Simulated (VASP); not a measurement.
# InAs (I-4m2) in VASP: further runs, part 2 of 2

VASP 6.6.1. The steps go on from the part before.

## Step 5: Single point, PBE (strain +0.040 along x and y, +0.000 along z)

Contents of INCAR:

```
  ALGO = Normal
  EDIFF = 1E-6
  ENCUT = 520
  GGA = PE
  ISIF = 2
  ISMEAR = 0
  LASPH = True
  LCHARG = True
  LELF = True
  LREAL = False
  LVHAR = True
  LWAVE = False
  NBANDS = 16
  NELM = 60
  PREC = Accurate
  SIGMA = 0.15
```

Contents of KPOINTS:

```
k-points
0
Gamma
  14 14 14
```

Contents of POSCAR:

```
InAs
1.0
    0.0000000000      3.1449600000      3.0240000000
    3.1449600000      0.0000000000      3.0240000000
    3.1449600000      3.1449600000      0.0000000000
In As
1 1
Direct
    0.0000000000      0.0000000000      0.0000000000
    0.7500000000      0.7500000000      0.7500000000
```

Potentials or basis: VASP PAW PBE potentials, release 64 (In_d, As).

The run is started by

```console
> cat potpaw_PBE.64/In_d/POTCAR potpaw_PBE.64/As/POTCAR > POTCAR
> mpirun -np 1 vasp_std > vasp.out
```

OUTCAR:

```text
EDIFF = 1E-6
   ENCUT = 520
   GGA = PE
   ISIF = 2
   ISMEAR = 0
   LASPH = True
   LREAL = False
   NELM = 60
   PREC = Accurate

 ion  position               nearest neighbor table
   1  0.000  0.000  0.000-   2 2.69   2 2.69   2 2.69   2 2.69
   2  0.750  0.750  0.750-   1 2.69   1 2.69   1 2.69   1 2.69

  LATTYP: Found a body centered tetragonal cell.
 ALAT       =     4.4476450851
 C/A-ratio  =     1.3598207331

  Lattice vectors:

 A1 = (   0.0000000000,  -3.1449600000,  -3.0240000000)
 A2 = (   0.0000000000,   3.1449600000,  -3.0240000000)
 A3 = (   3.1449600000,   0.0000000000,   3.0240000000)

Analysis of symmetry for initial positions (statically):
=====================================================================
 Subroutine PRICEL returns:
 Original cell was already a primitive cell.

 Routine SETGRP: Setting up the symmetry group for a
 body centered tetragonal supercell.

 Subroutine GETGRP returns: Found  8 space group operations
 (whereof  8 operations were pure point group operations)
 out of a pool of 16 trial point group operations.

The static configuration has the point symmetry D_2d.

Analysis of symmetry for dynamics (positions and initial velocities):
=====================================================================
 Subroutine PRICEL returns:
 Original cell was already a primitive cell.

 Routine SETGRP: Setting up the symmetry group for a
 body centered tetragonal supercell.

 Subroutine GETGRP returns: Found  8 space group operations
 (whereof  8 operations were pure point group operations)
 out of a pool of 16 trial point group operations.

The dynamic configuration has the point symmetry D_2d.

 Subroutine INISYM returns: Found  8 space group operations
 (whereof  8 operations are pure point group operations),
 and found     1 'primitive' translations

----------------------------------------------------------------------------------------

                                     Primitive cell

  volume of cell :      59.8194

  direct lattice vectors                    reciprocal lattice vectors
     0.000000000  3.144960000  3.024000000    -0.158984534  0.158984534  0.165343915
     3.144960000  0.000000000  3.024000000     0.158984534 -0.158984534  0.165343915
     3.144960000  3.144960000  0.000000000     0.158984534  0.158984534 -0.165343915

  length of vectors
     4.362951914  4.362951914  4.447645085     0.279089187  0.279089187  0.279089187

  position of ions in fractional coordinates (direct lattice)
     0.000000000  0.000000000  0.000000000
     0.750000000  0.750000000  0.750000000

  ion indices of the primitive-cell ions
   primitive index   ion index
                 1           1
                 2           2

----------------------------------------------------------------------------------------

 KPOINTS: k-points

Automatic generation of k-mesh.
 Grid dimensions read from file:
 generate k-points for:   14   14   14

 Generating k-lattice:

  Cartesian coordinates                     Fractional coordinates (reciprocal lattice)
    -0.011356038  0.011356038  0.011810280     0.071428571  0.000000000  0.000000000
     0.011356038 -0.011356038  0.011810280     0.000000000  0.071428571  0.000000000
     0.011356038  0.011356038 -0.011810280     0.000000000  0.000000000  0.071428571

  Length of vectors
     0.019934942  0.019934942  0.019934942

  Shift w.r.t. Gamma in fractional coordinates (k-lattice)
     0.000000000  0.000000000  0.000000000

 Subroutine IBZKPT returns following result:
 ===========================================

 Found    244 irreducible k-points:

 Following reciprocal coordinates:
            Coordinates               Weight
  0.000000  0.000000  0.000000      1.000000
  0.071429  0.000000  0.000000      8.000000
  0.142857  0.000000  0.000000      8.000000
  0.214286  0.000000  0.000000      8.000000
  0.285714  0.000000  0.000000      8.000000
  0.357143  0.000000  0.000000      8.000000
[... 16 lines left out ...]
  0.214286  0.142857  0.000000      8.000000
  0.285714  0.142857  0.000000      8.000000
 [... further k-points ...]
   k-points           NKPTS =    244   k-points in BZ     NKDIM =    244   number of bands    NBANDS=     16
   number of dos      NEDOS =    301   number of ions     NIONS =      2
   total plane-waves  NPLWV =  36864
   dimension x,y,z NGX =    32 NGY =   32 NGZ =   36
   dimension x,y,z NGXF=    64 NGYF=   64 NGZF=   72
   ions per type =               1   1
   NGX,Y,Z   is equivalent  to a cutoff of  12.19, 12.19, 13.46 a.u.
   NGXF,Y,Z  is equivalent  to a cutoff of  24.39, 24.39, 26.91 a.u.
 SYSTEM =  unknown system
   PREC   = accura    normal or accurate (medium, high low for compatibility)
   ISTART =      0    job   : 0-new  1-cont  2-samecut
   ICHARG =      2    charge: 1-file 2-atom 10-const
   ISPIN  =      1    spin polarized calculation?
   LNONCOLLINEAR =      F non collinear calculations
   LSORBIT =      F    spin-orbit coupling
   LASPH  =      T    aspherical Exc in radial PAW
   ENCUT  =  520.0 eV  38.22 Ry    6.18 a.u.   8.11  8.11  8.27*2*pi/ulx,y,z
   NELM   =     60;   NELMIN=  2; NELMDL= -5     # of ELM steps
   EDIFF  = 0.1E-05   stopping-criterion for ELM
   LREAL  =      F    real-space projection
   EDIFFG = 0.1E-04   stopping-criterion for IOM
   NSW    =      0    number of steps for IOM
   IBRION =     -1    ionic relax: 0-MD 1-quasi-New 2-CG
   NFREE  =      0    steps in history (QN), initial steepest desc. (CG)
   ISIF   =      2    stress and relaxation
   ISYM   =      2    0-nonsym 1-usesym 2-fastsym
   POTIM  = 0.5000    time-step for ionic-motion
   TEBEG  =    0.0;   TEEND  =   0.0 temperature during run
   PSTRESS=    0.0 pullay stress
   NELECT =      18.0000    total number of electrons
   NUPDOWN=      -1.0000    fix difference up-down
   EMIN   =  10.00;   EMAX   =-10.00  energy-range for DOS
   EFERMI =   0.00;   METHOD = LEGACY
   ISMEAR =     0;   SIGMA  =   0.15  broadening in eV -4-tet -1-fermi 0-gaus
   EFERMI_NEDOS =   21; number of points for ismear=-14 and -15
   IALGO  =     38    algorithm
   IMIX   =      4    mixing-type and parameters
     AMIX     =   0.40;   BMIX     =  1.00
     AMIX_MAG =   1.60;   BMIX_MAG =  1.00
  volume/ion in A,a.u.               =      29.91       201.84
  Fermi-wavevector in a.u.,A,eV,Ry     =   1.097030  2.073085 16.374255  1.203474
  Thomas-Fermi vector in A             =   2.233382
   LORBIT       =      0    0 simple, 1 ext, 2 COOP (PROOUT), +10 PAW based schemes
   GGA     = PE    functional components
   LHFCALC =     F    Hartree Fock is set to
   AEXX    =    0.0000 exact exchange contribution
   IVDW    =     0    specifies the selected vdW correction
   LEPSILON=     F    determine dielectric tensor
   LRPA    =     F    only Hartree local field effects (RPA)
 non-spin polarized calculation
 Gauss-broadening in eV      SIGMA  =   0.15
  energy-cutoff  :      520.00
  volume of cell :       59.82
 maximum number of plane-waves:      1643
   NGX = 17   NGY = 17   NGZ = 17

 number of electron      18.0000004 magnetization

 Free energy of the ion-electron system (eV)
  ---------------------------------------------------
  ext. energy  EPLUGINS =         0.00000000
  ---------------------------------------------------
  free energy    TOTEN  =        -7.71318069 eV

  energy without entropy =       -7.71302302  energy(sigma->0) =       -7.71310186

 E-fermi :   3.9152     XC(G=0):  -8.7534

 val. band max:        3.8532330819   @ k =   0.0000   0.0000   0.0000
 cond. band min:       4.2502845249   @ k =   0.0714   0.0000   0.0000
 fundamental gap:      0.3970514429
 Fermi energy:         3.9151505019

 k-point     1 :       0.0000    0.0000    0.0000
  band No.  band energies     occupation
      1     -10.5125      2.00000
      2     -10.5125      2.00000
      3     -10.4995      2.00000
      4     -10.4167      2.00000
      5     -10.4085      2.00000
      6      -7.6351      2.00000
[... 8 lines left out ...]
     15      12.9137      0.00000
     16      13.4750      0.00000

 k-point     2 :       0.0714    0.0000    0.0000
  band No.  band energies     occupation
      1     -10.5155      2.00000
      2     -10.5109      2.00000
      3     -10.4997      2.00000
      4     -10.4169      2.00000
      5     -10.4084      2.00000
      6      -7.5890      2.00000
[... 8 lines left out ...]
     15      12.5461      0.00000
     16      12.9636      0.00000
[... 387 lines left out ...]
      5     -10.4028      2.00000
      6      -7.2235      2.00000
[... 8 lines left out ...]
     15      13.1249      0.00000
     16      13.1281      0.00000

 k-point    24 :       0.2857    0.1429    0.0000
  band No.  band energies     occupation
      1     -10.5652      2.00000
      2     -10.4890      2.00000
      3     -10.4888      2.00000
      4     -10.4253      2.00000
      5     -10.4008      2.00000
      6      -6.9974      2.00000
[... 8 lines left out ...]
     15      13.2282      0.00000
     16      13.3063      0.00000

 [... further k-points ...]
[... 5 lines left out ...]
  --------------------------------------------------------------------------------------
  -------------------------------------------------------------------------------------
  Total       -0.3324708     -0.3324708      0.1223932      0.0000000      0.0000000      0.0000000
  in kB       -8.9047562     -8.9047562      3.2781269      0.0000000      0.0000000      0.0000000
  external PRESSURE =      -4.8437952 kB  Pullay stress =       0.0000000 kB

 VOLUME and BASIS-vectors are now :
 -----------------------------------------------------------------------------
  energy-cutoff  :      520.00
  volume of cell :       59.82
      direct lattice vectors                 reciprocal lattice vectors
     0.000000000  3.144960000  3.024000000    -0.158984534  0.158984534  0.165343915
     3.144960000  0.000000000  3.024000000     0.158984534 -0.158984534  0.165343915
     3.144960000  3.144960000  0.000000000     0.158984534  0.158984534 -0.165343915

 POSITION                                       TOTAL-FORCE (eV/Angst)
 -----------------------------------------------------------------------------------
      0.00000      0.00000      0.00000         0.000000      0.000000     -0.000000
      4.71744      4.71744      4.53600        -0.000000     -0.000000      0.000000
 -----------------------------------------------------------------------------------
    total drift:                                0.000002      0.000002     -0.000004

  FREE ENERGIE OF THE ION-ELECTRON SYSTEM (eV)
  ---------------------------------------------------
  free  energy   TOTEN  =        -7.7131806904 eV

  energy  without entropy=       -7.7130230237  energy(sigma->0) =       -7.71310186
```

Wall time 68 s (1 thread of Intel Xeon 6975P-C (Granite Rapids), shared host); peak memory 0.37 GiB.

What came out:

- Free energy: -7.7132 eV
- Pressure: -0.5 GPa

Caveat: the cell differs from its parent crystal (strain +0.040 along x and y, +0.000 along z); spin-orbit coupling is left out, which moves the levels of the heavy elements.

## Step 6: Single point, PBE (strain +0.080 along x and y, +0.000 along z)

Contents of INCAR:

```
SYSTEM = InAs
ALGO     = Normal         ! electronic algorithm
EDIFF    = 1E-7           ! SCF threshold, eV
ENCUT    = 520            ! plane-wave cutoff, eV
GGA      = PE             ! functional
ISIF     = 2              ! what is computed and relaxed
ISMEAR   = 0              ! smearing method
LASPH    = .True.         ! aspherical terms in the spheres
LCHARG   = .True.         ! write CHGCAR
LELF     = .True.         ! ELF
LREAL    = .False.        ! projectors in reciprocal space
LVHAR    = .True.       
LWAVE    = .False.        ! write WAVECAR
NBANDS   = 16             ! bands
NELM     = 100            ! most SCF steps
PREC     = Accurate       ! precision mode
SIGMA    = 0.15           ! smearing width, eV
```

Contents of KPOINTS:

```
k-points
0
Gamma
  14 14 14
  0 0 0
```

Contents of POSCAR:

```
InAs
1.0
    0.0000000000      3.2659200000      3.0240000000
    3.2659200000      0.0000000000      3.0240000000
    3.2659200000      3.2659200000      0.0000000000
In As
1 1
Direct
    0.0000000000      0.0000000000      0.0000000000
    0.7500000000      0.7500000000      0.7500000000
```

Potentials or basis: VASP PAW PBE potentials, release 64 (In_d, As).

The run is started by

```console
> cat potpaw_PBE.64/In_d/POTCAR potpaw_PBE.64/As/POTCAR > POTCAR
> mpirun -np 1 vasp_std > vasp.out
```

OUTCAR:

```text
SYSTEM = InAs
   EDIFF = 1E-7
   ENCUT = 520
   GGA = PE
   ISIF = 2
   ISMEAR = 0
   LASPH = .True.
   LREAL = .False.
   NELM = 100
   PREC = Accurate

 ion  position               nearest neighbor table
   1  0.000  0.000  0.000-   2 2.76   2 2.76   2 2.76   2 2.76
   2  0.750  0.750  0.750-   1 2.76   1 2.76   1 2.76   1 2.76

  LATTYP: Found a body centered tetragonal cell.
 ALAT       =     4.6187083576
 C/A-ratio  =     1.3094570022

  Lattice vectors:

 A1 = (   0.0000000000,  -3.2659200000,  -3.0240000000)
 A2 = (   0.0000000000,   3.2659200000,  -3.0240000000)
 A3 = (   3.2659200000,   0.0000000000,   3.0240000000)

Analysis of symmetry for initial positions (statically):
=====================================================================
 Subroutine PRICEL returns:
 Original cell was already a primitive cell.

 Routine SETGRP: Setting up the symmetry group for a
 body centered tetragonal supercell.

 Subroutine GETGRP returns: Found  8 space group operations
 (whereof  8 operations were pure point group operations)
 out of a pool of 16 trial point group operations.

The static configuration has the point symmetry D_2d.

Analysis of symmetry for dynamics (positions and initial velocities):
=====================================================================
 Subroutine PRICEL returns:
 Original cell was already a primitive cell.

 Routine SETGRP: Setting up the symmetry group for a
 body centered tetragonal supercell.

 Subroutine GETGRP returns: Found  8 space group operations
 (whereof  8 operations were pure point group operations)
 out of a pool of 16 trial point group operations.

The dynamic configuration has the point symmetry D_2d.

 Subroutine INISYM returns: Found  8 space group operations
 (whereof  8 operations are pure point group operations),
 and found     1 'primitive' translations

----------------------------------------------------------------------------------------
[... 107 lines left out ...]
   EFERMI =   0.00;   METHOD = LEGACY
   ISMEAR =     0;   SIGMA  =   0.15  broadening in eV -4-tet -1-fermi 0-gaus
   EFERMI_NEDOS =   21; number of points for ismear=-14 and -15
   IALGO  =     38    algorithm
   IMIX   =      4    mixing-type and parameters
     AMIX     =   0.40;   BMIX     =  1.00
     AMIX_MAG =   1.60;   BMIX_MAG =  1.00
  volume/ion in A,a.u.               =      32.25       217.67
  Fermi-wavevector in a.u.,A,eV,Ry     =   1.069772  2.021577 15.570683  1.144413
  Thomas-Fermi vector in A             =   2.205462
   LORBIT       =      0    0 simple, 1 ext, 2 COOP (PROOUT), +10 PAW based schemes
   GGA     = PE    functional components
   LHFCALC =     F    Hartree Fock is set to
   AEXX    =    0.0000 exact exchange contribution
   IVDW    =     0    specifies the selected vdW correction
   LEPSILON=     F    determine dielectric tensor
   LRPA    =     F    only Hartree local field effects (RPA)
 non-spin polarized calculation
 Gauss-broadening in eV      SIGMA  =   0.15
  energy-cutoff  :      520.00
  volume of cell :       64.51
 maximum number of plane-waves:      1763
 NGX is ok and might be reduce to    36
   NGX = 17   NGY = 17   NGZ = 17

 number of electron      18.0000002 magnetization

 Free energy of the ion-electron system (eV)
  ---------------------------------------------------
  ext. energy  EPLUGINS =         0.00000000
  ---------------------------------------------------
  free energy    TOTEN  =        -7.63647734 eV

  energy without entropy =       -7.63623256  energy(sigma->0) =       -7.63635495

 E-fermi :   3.2768     XC(G=0):  -8.4393

 val. band max:        3.2681764093   @ k =   0.0000   0.0000   0.0000
 cond. band min:       3.4587527999   @ k =   0.0714  -0.0000   0.0000
 fundamental gap:      0.1905763905
 Fermi energy:         3.2767512416

 k-point     1 :       0.0000    0.0000    0.0000
  band No.  band energies     occupation
      1     -11.0873      2.00000
      2     -11.0873      2.00000
      3     -11.0635      2.00000
      4     -11.0175      2.00000
      5     -10.9981      2.00000
      6      -7.8892      2.00000
[... 433 lines left out ...]
      3     -11.0662      2.00000
      4     -11.0244      2.00000
      5     -10.9911      2.00000
      6      -7.3274      2.00000
[... 8 lines left out ...]
     15      12.2919      0.00000
     16      12.4252      0.00000

 [... further k-points ...]
[... 5 lines left out ...]
  --------------------------------------------------------------------------------------
  -------------------------------------------------------------------------------------
  Total       -1.6787400     -1.6787400     -0.7693381      0.0000000      0.0000000      0.0000000
  in kB      -41.6937694    -41.6937694    -19.1075488      0.0000000      0.0000000      0.0000000
  external PRESSURE =     -34.1650292 kB  Pullay stress =       0.0000000 kB

 VOLUME and BASIS-vectors are now :
 -----------------------------------------------------------------------------
  energy-cutoff  :      520.00
  volume of cell :       64.51
      direct lattice vectors                 reciprocal lattice vectors
     0.000000000  3.265920000  3.024000000    -0.153096218  0.153096218  0.165343915
     3.265920000  0.000000000  3.024000000     0.153096218 -0.153096218  0.165343915
     3.265920000  3.265920000  0.000000000     0.153096218  0.153096218 -0.165343915

 POSITION                                       TOTAL-FORCE (eV/Angst)
 -----------------------------------------------------------------------------------
      0.00000      0.00000      0.00000        -0.000000     -0.000000     -0.000000
      4.89888      4.89888      4.53600         0.000000      0.000000      0.000000
 -----------------------------------------------------------------------------------
    total drift:                                0.000000      0.000000      0.000000

  FREE ENERGIE OF THE ION-ELECTRON SYSTEM (eV)
  ---------------------------------------------------
  free  energy   TOTEN  =        -7.6364773432 eV

  energy  without entropy=       -7.6362325570  energy(sigma->0) =       -7.63635495
```

stdout:

```text
POSCAR found type information on POSCAR InAs
 POSCAR found :  2 types and       2 ions
 scaLAPACK will be used
 LDA part: xc-table for (Slater+PW92), standard interpolation
 POSCAR, INCAR and KPOINTS ok, starting setup
 FFT: planning ... GRIDC
 FFT: planning ... GRID_SOFT
 FFT: planning ... GRID
 WAVECAR not read
 entering main loop
```

It took 1.8 min on 1 thread of Intel Xeon 6975P-C (Granite Rapids), shared host; peak memory 0.41 GiB.

Results:

```yaml
Free_energy: -7.6365 eV
Pressure: -3.4 GPa
```

Caveat: the cell differs from its parent crystal (strain +0.080 along x and y, +0.000 along z); the cell stands under tension; spin-orbit coupling is left out, which moves the levels of the heavy elements.

## Step 7: The runs side by side

| cell | gap on the mesh (eV) | pressure (GPa) |
| --- | --- | --- |
| a = 4.370, b = 4.370, c = 4.106 Å, angles 62.0, 62.0, 56.0°, 2 atoms | none | 4.0 |
| a = 4.280, b = 4.280, c = 4.448 Å, angles 58.7, 58.7, 62.6°, 2 atoms | - | 1.5 |
| a = 4.451, b = 4.451, c = 4.277 Å, angles 61.3, 61.3, 57.4°, 2 atoms | none | -0.5 |
| a = 4.363, b = 4.363, c = 4.448 Å, angles 59.4, 59.4, 61.3°, 2 atoms | - | -0.5 |
| a = 4.451, b = 4.451, c = 4.619 Å, angles 58.7, 58.7, 62.5°, 2 atoms | - | -3.4 |

Alike in all rows: task single point; level PBE; potentials or basis VASP PAW PBE potentials, release 64 (In_d, As); no spin polarisation; k mesh 14 × 14 × 14; cutoff (eV) 520; smearing gaussian 0.15 eV.

Caveats: spin-orbit coupling is left out, which moves the levels of the heavy elements; semilocal functionals underestimate gaps, so a narrow gap can read as zero (at least some runs); the cell stands under pressure (at least some runs); the cell stands under tension (at least some runs).

Total energies depend on the potentials used, so only differences within one code and one set of settings carry meaning.
